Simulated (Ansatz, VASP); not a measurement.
## One calculation of ZnO, two programs

Contents of INCAR:

```
PREC = Accurate
ENCUT = 520
EDIFF = 1E-6
ISMEAR = -1
SIGMA = 0.02
LREAL = False
LASPH = True
NELM = 80
ALGO = Normal
ISIF = 2
LWAVE = False
LCHARG = True
LELF = True
LVHAR = True
NBANDS = 26
```

File KPOINTS:

```
Automatic mesh
0
Gamma
  11 11 6
```

File POSCAR:

```
ZnO
1.0
    3.2921588739      0.0000000000      0.0000000000
   -1.6460794369      2.8510932180      0.0000000000
    0.0000000000      0.0000000000      5.2722789056
Zn O
2 2
Direct
    0.3333333333      0.6666666667      0.0000000000
    0.6666666667      0.3333333333      0.5000000000
    0.3333333333      0.6666666667      0.3821000000
    0.6666666667      0.3333333333      0.8821000000
```

Input for Ansatz:

```yaml
crystal:
  lattice:
    - [3.2921588739, 0.0, 0.0]
    - [-1.6460794369, 2.851093218, 0.0]
    - [0.0, 0.0, 5.2722789056]
  atoms:
    - { symbol: Zn, position: [0.3333333333, 0.6666666667, 0.0] }
    - { symbol: Zn, position: [0.6666666667, 0.3333333333, 0.5] }
    - { symbol: O, position: [0.3333333333, 0.6666666667, 0.3821] }
    - { symbol: O, position: [0.6666666667, 0.3333333333, 0.8821] }
kpoints:
  mp_grid: { grid: [11, 11, 6] }
  band_path:
    path:
      - [0.0, 0.0, 0.0]
      - [0.5, 0.0, 0.0]
      - [0.3333333333, 0.3333333333, 0.0]
      - [0.0, 0.0, 0.0]
      - [0.0, 0.0, 0.5]
      - [0.5, 0.0, 0.5]
      - [0.3333333333, 0.3333333333, 0.5]
      - [0.0, 0.0, 0.5]
      - [0.5, 0.0, 0.5]
    npoints: 5
scf:
  occupations: { method: fermi_dirac, width: 0.02 }
hamiltonian:
  xc: lda
  pseudopotentials: { kind: all_electron, lapw: { basis_error: 0.0005 } }
output:
  forces: true
  stress: true
  eigenvalues: true
```

Change from the starting cell: volume scaled by 1.04.

Alike in both runs: task single point; functional LDA; k mesh 11 × 11 × 6; occupations fermi-dirac, width 0.02 eV; no spin polarisation.

|  | VASP | Ansatz |
| --- | --- | --- |
| version | VASP 6.6.1 | Ansatz 0.2.0 |
| potentials or method | VASP PAW LDA potentials, release 64 (Zn, O), cutoff 520 eV | all-electron LAPW, scalar-relativistic |

```csv
,VASP,Ansatz,Ansatz less VASP
pressure (GPa),-10.8,-11.7,-0.84
"traceless stress, the component that is largest in VASP (GPa)",0.50,0.51,+0.002
rms of the force components (eV/Å),0.023,0.023,-0.0002
```

LDA's correlation is that of Perdew and Zunger in VASP and of Perdew and Wang (1992) in Ansatz. Atom by atom the forces differ by 0.000 eV/Å (rms over components). Ansatz ran all-electron here, and VASP with PAW potentials.
